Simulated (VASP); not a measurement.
A run of VASP 6.6.1 is set up as follows.

Contents of INCAR:

```
  PREC = Accurate
  ENCUT = 520
  EDIFF = 1E-7
  ISMEAR = 0
  SIGMA = 0.05
  LREAL = False
  LASPH = True
  NELM = 60
  ALGO = Normal
  ISIF = 2
  LWAVE = False
  LCHARG = False
  NBANDS = 35
```

The input KPOINTS:

```
Automatic mesh
0
Gamma
  6 6 8
```

POSCAR

```
SnO2
1.0
    4.7767255581      0.0000000000      0.0000000000
    0.0000000000      4.7773123567      0.0000000000
    0.0000000000      0.0000000000      3.2271818729
Sn O
2 4
Direct
    0.5000000000      0.5000000000      0.5000000000
    0.0000000000      0.0000000000      0.0000000000
    0.3059833077      0.2802382207      0.0000000000
    0.8059833077      0.2197617793      0.5000000000
    0.1940166923      0.7802382207      0.5000000000
    0.6940166923      0.7197617793      0.0000000000
```

Potentials or basis: VASP PAW LDA potentials, release 64 (Sn_d, O).

The run is started by

```bash
$ cat potpaw_LDA.64/Sn_d/POTCAR potpaw_LDA.64/O/POTCAR > POTCAR
$ mpirun -np 1 vasp_std > vasp.out
```

**Question.** Predict the largest force.

**Answer.** 1.814 eV/Å.

**Question.** Estimate the pressure.

**Answer.** -6.4 GPa.

Forces on the atoms (eV/Å):
```
Sn   0.000  0.000  0.000
Sn   0.000  0.000  0.000
O    1.216  1.346  0.000
O    1.216 -1.346  0.000
O   -1.216  1.346  0.000
O   -1.216 -1.346  0.000
```

Caveat: forces of over 1 eV/Å act on the atoms, so gaps and moduli don't describe the material at rest.
